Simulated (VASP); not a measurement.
Here is a VASP 6.6.1 calculation.

INCAR

```
  PREC = Accurate
  ENCUT = 520
  EDIFF = 1E-7
  ISMEAR = 0
  SIGMA = 0.1
  LREAL = F
  LASPH = T
  NELM = 100
  ALGO = Normal
  ISIF = 2
  LWAVE = F
  LCHARG = F
  GGA = PE
  NBANDS = 15
```

File KPOINTS:

```
regular mesh
0
Gamma
  6 6 4
```

File POSCAR:

```
AlSi2B
1.0
    3.1150579367      0.0000000000      0.0000000000
   -1.5575289684      2.6977193075      0.0000000000
    0.0000000000      0.0000000000      6.4306419069
Al Si B
1 2 1
Direct
    0.0000000000      0.0000000000      0.0000000000
    0.3333333333      0.6666666667      0.3192374568
    0.3333333333      0.6666666667      0.6807625432
    0.6666666667      0.3333333333      0.5000000000
```

Potentials or basis: VASP PAW PBE potentials, release 64 (Al, Si, B).

Command:

```bash
$ cat potpaw_PBE.64/Al/POTCAR potpaw_PBE.64/Si/POTCAR potpaw_PBE.64/B/POTCAR > POTCAR
$ mpirun -np 1 vasp_std > vasp.out
```

Q: Estimate the largest force.

A: 0.023 eV/Å.

Q: Predict the band gap on the k mesh.

A: Zero (band 7 reaches 13.61 eV, above the bottom of band 8 at 6.44 eV).

Q: What does it give for the pressure?

A: -0.2 GPa.

Forces on the atoms (eV/Å):
```
Al   0.000  0.000  0.000
Si   0.000  0.000  0.023
Si   0.000  0.000 -0.023
B    0.000  0.000  0.000
```

Caveat: the k points lie up to 0.39 Å⁻¹ apart.
